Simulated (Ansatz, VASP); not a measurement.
## Cu in VASP and in Ansatz

```
CELL_PARAMETERS angstrom
0.00000 1.78307 1.78307
1.78307 0.00000 1.78307
1.78307 1.78307 0.00000
ATOMIC_POSITIONS crystal
Cu 0.00000 0.00000 0.00000
```

Change from the starting cell: volume scaled by 0.96, crystal datasets.

Alike in both runs: task electric field gradients; functional PBEsol; k mesh 19 × 19 × 19; occupations fermi-dirac, width 0.08 eV; no spin polarisation.

|  | VASP | Ansatz |
| --- | --- | --- |
| version | VASP 6.6.1 | Ansatz 0.2.0 |
| potentials or method | VASP PAW PBE potentials, release 64 (Cu), cutoff 520 eV | all-electron PAW with datasets made for the crystal, scalar-relativistic |

Ansatz gave:

```
pressure (GPa) : -0.4
```

Which values does VASP return?

Pressure (GPa): 0.3.

VASP's potentials were made for PBE, not for PBEsol. Ansatz ran all-electron here, and VASP with PAW potentials.
